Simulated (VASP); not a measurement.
# HfO2 (Fm-3m) in VASP: notebook, part 2 of 2

VASP 6.6.1.

## (3) Phonons, revPBE+D3(BJ)

Input file INCAR:

```
  PREC = Accurate
  ENCUT = 520
  EDIFF = 1E-8
  ISMEAR = 0
  SIGMA = 0.01
  LREAL = False
  LASPH = True
  NELM = 60
  ALGO = Normal
  ISIF = 2
  LWAVE = False
  LCHARG = False
  GGA = RE
  IVDW = 12
  IBRION = 6
  NFREE = 2
  POTIM = 0.015
  NSW = 1
```

Input file KPOINTS:

```
Automatic mesh
0
Gamma
  8 8 8
```

Input file POSCAR:

```
HfO2
1.0
    0.0000000000      2.5575000000      2.5575000000
    2.5575000000      0.0000000000      2.5575000000
    2.5575000000      2.5575000000      0.0000000000
Hf O
1 2
Direct
    0.0000000000      0.0000000000      0.0000000000
    0.7500000000      0.7500000000      0.7500000000
    0.2500000000      0.2500000000      0.2500000000
```

Potentials or basis: VASP PAW PBE potentials, release 64 (Hf_pv, O).

Started as:

```console
cat potpaw_PBE.64/Hf_pv/POTCAR potpaw_PBE.64/O/POTCAR > POTCAR
mpirun -np 1 vasp_std > vasp.out
```

OUTCAR:

```text
PREC = Accurate
   ENCUT = 520
   EDIFF = 1E-8
   ISMEAR = 0
   LREAL = False
   LASPH = True
   NELM = 60
   ISIF = 2
   GGA = RE
   IVDW = 12
   IBRION = 6
   NFREE = 2
   POTIM = 0.015
   NSW = 1
 IVDW          = 12

 ion  position               nearest neighbor table
   1  0.000  0.000  0.000-   2 2.21   2 2.21   2 2.21   2 2.21   3 2.21   3 2.21   3 2.21   3 2.21

   2  0.750  0.750  0.750-   1 2.21   1 2.21   1 2.21   1 2.21
   3  0.250  0.250  0.250-   1 2.21   1 2.21   1 2.21   1 2.21

  LATTYP: Found a face centered cubic cell.
 ALAT       =     5.1150000000

  Lattice vectors:

 A1 = (   0.0000000000,   2.5575000000,   2.5575000000)
 A2 = (   2.5575000000,   0.0000000000,   2.5575000000)
 A3 = (   2.5575000000,   2.5575000000,   0.0000000000)

Analysis of symmetry for initial positions (statically):
=====================================================================
 Subroutine PRICEL returns:
 Original cell was already a primitive cell.

 Routine SETGRP: Setting up the symmetry group for a
 face centered cubic supercell.

 Subroutine GETGRP returns: Found 48 space group operations
[... 9 lines left out ...]

 Routine SETGRP: Setting up the symmetry group for a
 face centered cubic supercell.

 Subroutine GETGRP returns: Found 48 space group operations
[... 11 lines left out ...]
                                     Primitive cell

  volume of cell :      33.4562

  direct lattice vectors                    reciprocal lattice vectors
     0.000000000  2.557500000  2.557500000    -0.195503421  0.195503421  0.195503421
     2.557500000  0.000000000  2.557500000     0.195503421 -0.195503421  0.195503421
     2.557500000  2.557500000  0.000000000     0.195503421  0.195503421 -0.195503421

  length of vectors
     3.616851186  3.616851186  3.616851186     0.338621859  0.338621859  0.338621859

  position of ions in fractional coordinates (direct lattice)
     0.000000000  0.000000000  0.000000000
     0.750000000  0.750000000  0.750000000
[... 303 lines left out ...]

 val. band max:        4.1612792903   @ k =   0.0000   0.5000   0.5000
 cond. band min:       7.9703132453   @ k =   0.0000   0.5000   0.5000
 fundamental gap:      3.8090339550
 Fermi energy:         4.2204090996

 k-point     1 :       0.0000    0.0000    0.0000
  band No.  band energies     occupation
      1     -25.6973      2.00000
      2     -25.6945      2.00000
      3     -25.6917      2.00000
      4     -14.4631      2.00000
      5     -11.5907      2.00000
      6      -1.0270      2.00000
      7      -1.0107      2.00000
      8      -0.9934      2.00000
      9       3.5612      2.00000
     10       3.5692      2.00000
     11       3.5766      2.00000
     12       8.0313      0.00000
     13       8.0324      0.00000
     14       9.9009      0.00000
[... 401 lines left out ...]
      2     -25.8461      2.00000
      3     -25.7608      2.00000
      4     -12.9688      2.00000
      5     -12.4554      2.00000
      6      -0.5265      2.00000
      7      -0.1940      2.00000
      8       0.7534      2.00000
      9       1.9915      2.00000
     10       2.8337      2.00000
     11       2.9493      2.00000
     12       8.7363      0.00000
     13       9.0921      0.00000
     14      10.9268      0.00000
     15      12.0574      0.00000

 [... further k-points ...]

------------------------ aborting loop because EDIFF is reached ----------------------------------------

 Edisp (eV)   -1.30989

 E8    (eV) :    -0.9021
[... 26 lines left out ...]
  FREE ENERGIE OF THE ION-ELECTRON SYSTEM (eV)
  ---------------------------------------------------
  free  energy   TOTEN  =       -30.3998973114 eV

  energy  without entropy=      -30.3998973114  energy(sigma->0) =      -30.39989731

 INTERNAL STRAIN TENSORS FROM DISPLACED ATOMS
 ============================================

 INTERNAL STRAIN TENSOR FOR ION    1 for displacements in x,y,z  (eV/Angst):
          X           Y           Z          XY          YZ          ZX
  --------------------------------------------------------------------------------
  x     0.00000     0.00000     0.00000     0.00000     0.00000     0.00000
  y     0.00000     0.00000     0.00000     0.00000     0.00000     0.00000
  z     0.00000     0.00000     0.00000     0.00000     0.00000     0.00000

 INTERNAL STRAIN TENSOR FOR ION    3 for displacements in x,y,z  (eV/Angst):
          X           Y           Z          XY          YZ          ZX
  --------------------------------------------------------------------------------
  x     0.00000     0.00000     0.00000     0.00000    -5.77428     0.00000
  y     0.00000    -0.00000     0.00000     0.00000     0.00000    -5.77428
  z     0.00000     0.00000     0.00000    -5.77428     0.00000     0.00000

 Eigenvectors and eigenvalues of the dynamical matrix
 ----------------------------------------------------

   1 f  =   16.631091 THz   104.496224 2PiTHz  554.753470 cm-1    68.780633 meV
             X         Y         Z           dx          dy          dz
      0.000000  0.000000  0.000000     0.000000   -0.000000    0.000000
      3.836250  3.836250  3.836250     0.000000   -0.000000    0.707107
      1.278750  1.278750  1.278750    -0.000000    0.000000   -0.707107
[... 43 lines left out ...]
   9 f/i=    0.008072 THz     0.050715 2PiTHz    0.269239 cm-1     0.033381 meV
             X         Y         Z           dx          dy          dz
      0.000000  0.000000  0.000000     0.784170    0.464306   -0.128484
      3.836250  3.836250  3.836250     0.235658    0.139533   -0.038612
      1.278750  1.278750  1.278750     0.235658    0.139533   -0.038612

 ELASTIC MODULI CONTR FROM IONIC RELAXATION (kBar)
 Direction    XX          YY          ZZ          XY          YZ          ZX
 --------------------------------------------------------------------------------
 XX          -0.0000      0.0000      0.0000     -0.0000      0.0000      0.0000
 YY           0.0000     -0.0000      0.0000      0.0000     -0.0000     -0.0000
 ZZ           0.0000      0.0000      0.0000      0.0000      0.0000      0.0000
 XY          -0.0000      0.0000      0.0000   -176.3595      0.0000      0.0000
 YZ           0.0000     -0.0000      0.0000      0.0000   -176.3595     -0.0000
 ZX           0.0000     -0.0000      0.0000      0.0000     -0.0000   -176.3595
 --------------------------------------------------------------------------------
```

OSZICAR:

```text
N       E                     dE             d eps       ncg     rms          rms(c)
DAV:   1     0.101488306519E+03    0.10149E+03   -0.13012E+04   870   0.145E+03
DAV:   2    -0.309732404423E+02   -0.13246E+03   -0.12859E+03  1080   0.321E+02
[... 52 lines left out ...]
DAV:   5    -0.290900085873E+02   -0.23581E-05   -0.34112E-05  3186   0.489E-02    0.219E-02
DAV:   6    -0.290900082127E+02    0.37457E-06   -0.35125E-06  3774   0.190E-02    0.104E-02
DAV:   7    -0.290900081341E+02    0.78596E-07   -0.74091E-07  3403   0.757E-03    0.276E-03
DAV:   8    -0.290900081448E+02   -0.10644E-07   -0.38966E-08  3725   0.190E-03    0.124E-03
DAV:   9    -0.290900081556E+02   -0.10808E-07   -0.11601E-08  2448   0.105E-03    0.194E-04
DAV:  10    -0.290900081575E+02   -0.19045E-08   -0.24470E-09  2041   0.514E-04
   5 F= -.30399897E+02 E0= -.30399897E+02  d E =-.188878E-19
```

Run time: 3 min. Hardware: 1 thread of AMD EPYC 7R43 (Zen 3), shared host; peak memory 0.19 GiB.

Results:

```
Highest phonon frequency at Γ, LO-TO splitting left out : 555 cm⁻¹
Dispersion energy per atom                              : -0.437 eV
```

Phonon frequencies in cm⁻¹ (negative: imaginary):
```tsv
q point	frequencies
(0.000, 0.000, 0.000)	0 0 0 201 201 201 555 555 555
```

Caveat: the cell wasn't relaxed at this level first, which shifts response properties; three body term missing; spin-orbit coupling is left out, which moves the levels of the heavy elements.

## (4) Vibrations by perturbation theory, PBE

Input file INCAR:

```
ALGO     = Normal         # electronic algorithm
EDIFF    = 1E-8           # SCF threshold, eV
ENCUT    = 520            # plane-wave cutoff, eV
GGA      = PE             # functional
IBRION   = 8              # ionic algorithm
ISIF     = 2              # what is computed and relaxed
ISMEAR   = 0              # smearing method
LASPH    = True           # aspherical terms in the spheres
LCHARG   = False          # write CHGCAR
LEPSILON = True           # dielectric tensor by DFPT
LREAL    = False          # projectors in reciprocal space
LWAVE    = False          # write WAVECAR
NBANDS   = 18             # bands
NELM     = 80             # most SCF steps
NSW      = 1              # ionic steps
PREC     = Accurate       # precision mode
SIGMA    = 0.01           # smearing width, eV
```

Input file KPOINTS:

```
k-points
0
Gamma
  7 7 7
```

POSCAR is that of step 3.

Potentials or basis: VASP PAW PBE potentials, release 64 (Hf_pv, O).

Started as:

```console
cat potpaw_PBE.64/Hf_pv/POTCAR potpaw_PBE.64/O/POTCAR > POTCAR
mpirun -np 1 vasp_std > vasp.out
```

OUTCAR:

```text
EDIFF = 1E-8
   ENCUT = 520
   GGA = PE
   IBRION = 8
   ISIF = 2
   ISMEAR = 0
   LASPH = True
   LEPSILON = True
   LREAL = False
   NELM = 80
   NSW = 1
   PREC = Accurate

 ion  position               nearest neighbor table
   1  0.000  0.000  0.000-   2 2.21   2 2.21   2 2.21   2 2.21   3 2.21   3 2.21   3 2.21   3 2.21

   2  0.750  0.750  0.750-   1 2.21   1 2.21   1 2.21   1 2.21
   3  0.250  0.250  0.250-   1 2.21   1 2.21   1 2.21   1 2.21

  LATTYP: Found a face centered cubic cell.
 ALAT       =     5.1150000000

  Lattice vectors:

 A1 = (   0.0000000000,   2.5575000000,   2.5575000000)
 A2 = (   2.5575000000,   0.0000000000,   2.5575000000)
 A3 = (   2.5575000000,   2.5575000000,   0.0000000000)

Analysis of symmetry for initial positions (statically):
=====================================================================
 Subroutine PRICEL returns:
 Original cell was already a primitive cell.
[... 729 lines left out ...]
  2Z     0.000000    0.000000    1.937850    0.000000    0.000000   -9.893995    0.000000    0.000000    7.956145
  3X     1.937850    0.000000    0.000000    7.956145    0.000000    0.000000   -9.893995    0.000000    0.000000
  3Y     0.000000    1.937850    0.000000    0.000000    7.956145    0.000000    0.000000   -9.893995    0.000000
  3Z     0.000000    0.000000    1.937850    0.000000    0.000000    7.956145    0.000000    0.000000   -9.893995

 Eigenvectors and eigenvalues of the dynamical matrix
 ----------------------------------------------------

   1 f  =   16.512451 THz   103.750792 2PiTHz  550.796092 cm-1    68.289981 meV
             X         Y         Z           dx          dy          dz
      0.000000  0.000000  0.000000     0.000000   -0.000000   -0.000000
      3.836250  3.836250  3.836250     0.071216   -0.703511    0.000000
      1.278750  1.278750  1.278750    -0.071216    0.703511    0.000000
[... 43 lines left out ...]
   9 f/i=    0.004309 THz     0.027075 2PiTHz    0.143739 cm-1     0.017821 meV
             X         Y         Z           dx          dy          dz
      0.000000  0.000000  0.000000     0.036798   -0.003374   -0.919828
      3.836250  3.836250  3.836250     0.011040   -0.001012   -0.275957
      1.278750  1.278750  1.278750     0.011040   -0.001012   -0.275957

--------------------------------------------------------------------------------------------------------

 MACROSCOPIC STATIC DIELECTRIC TENSOR IONIC CONTRIBUTION
 ------------------------------------------------------
          42.244025    -0.000000     0.000000
          -0.000000    42.244025    -0.000000
           0.000000    -0.000000    42.244025
 ------------------------------------------------------

 ELASTIC MODULI CONTR FROM IONIC RELAXATION (kBar)
 Direction    XX          YY          ZZ          XY          YZ          ZX
 --------------------------------------------------------------------------------
 XX          -0.0000     -0.0000     -0.0000     -0.0000     -0.0000      0.0000
 YY          -0.0000     -0.0000     -0.0000     -0.0000     -0.0000     -0.0000
 ZZ          -0.0000     -0.0000     -0.0000      0.0000     -0.0000      0.0000
 XY          -0.0000     -0.0000      0.0000   -165.1521      0.0000     -0.0000
 YZ          -0.0000     -0.0000     -0.0000      0.0000   -165.1521      0.0000
 ZX           0.0000      0.0000      0.0000     -0.0000      0.0000   -165.1521
 --------------------------------------------------------------------------------

 PIEZOELECTRIC TENSOR IONIC CONTR  for field in x, y, z        (C/m^2)
          XX          YY          ZZ          XY          YZ          ZX
  --------------------------------------------------------------------------------
  x    -0.00000     0.00000     0.00000    -0.00000     0.00000     0.00000
  y     0.00000     0.00000     0.00000     0.00000     0.00000    -0.00000
  z     0.00000     0.00000     0.00000    -0.00000     0.00000    -0.00000
```

OSZICAR:

```text
N       E                     dE             d eps       ncg     rms          rms(c)
DAV:   1     0.896178301511E+02    0.89618E+02   -0.12751E+04   720   0.121E+03
DAV:   2    -0.323404045558E+02   -0.12196E+03   -0.11882E+03   940   0.290E+02
[... 172 lines left out ...]
RMM:   8    -0.368187404583E+00   -0.26726E-05   -0.49742E-08  4031   0.845E-04    0.505E-04
RMM:   9    -0.368187958193E+00   -0.55361E-06   -0.45500E-08  4330   0.289E-04    0.168E-04
RMM:  10    -0.368187783329E+00    0.17486E-06   -0.42756E-08  4456   0.166E-04    0.192E-05
RMM:  11    -0.368187678205E+00    0.10512E-06   -0.29091E-08  4471   0.133E-04    0.157E-05
RMM:  12    -0.368187695630E+00   -0.17425E-07   -0.57659E-08  4459   0.124E-04    0.191E-06
RMM:  13    -0.368187694888E+00    0.74259E-09   -0.26685E-08  4409   0.118E-04    0.137E-06
 Linear response finished
```

It took 2.3 min on 1 thread of Intel Xeon 6975P-C (Granite Rapids), shared host; peak memory 0.28 GiB.

Results:

```
Electronic dielectric tensor (diagonal)                 : 5.27
Born charges (mean of the diagonal)                     : Hf +5.51; O -2.75 e
Highest phonon frequency at Γ, LO-TO splitting left out : 551 cm⁻¹
```

Phonon frequencies in cm⁻¹ (negative: imaginary):
| q point | frequencies |
| --- | --- |
| (0.000, 0.000, 0.000) | 0 0 0 197 197 197 551 551 551 |

Electronic dielectric tensor:
```
5.27 0.00 0.00
0.00 5.27 0.00
0.00 0.00 5.27
```

Born effective charge tensors (e):
atom 1, Hf
```
5.51 0.00 0.00
0.00 5.51 0.00
0.00 0.00 5.51
```
atom 2, O
```
-2.75  0.00  0.00
 0.00 -2.75  0.00
 0.00  0.00 -2.75
```
atom 3, O
```
-2.75  0.00  0.00
 0.00 -2.75  0.00
 0.00  0.00 -2.75
```

Caveat: the cell wasn't relaxed at this level first, which shifts response properties; spin-orbit coupling is left out, which moves the levels of the heavy elements.
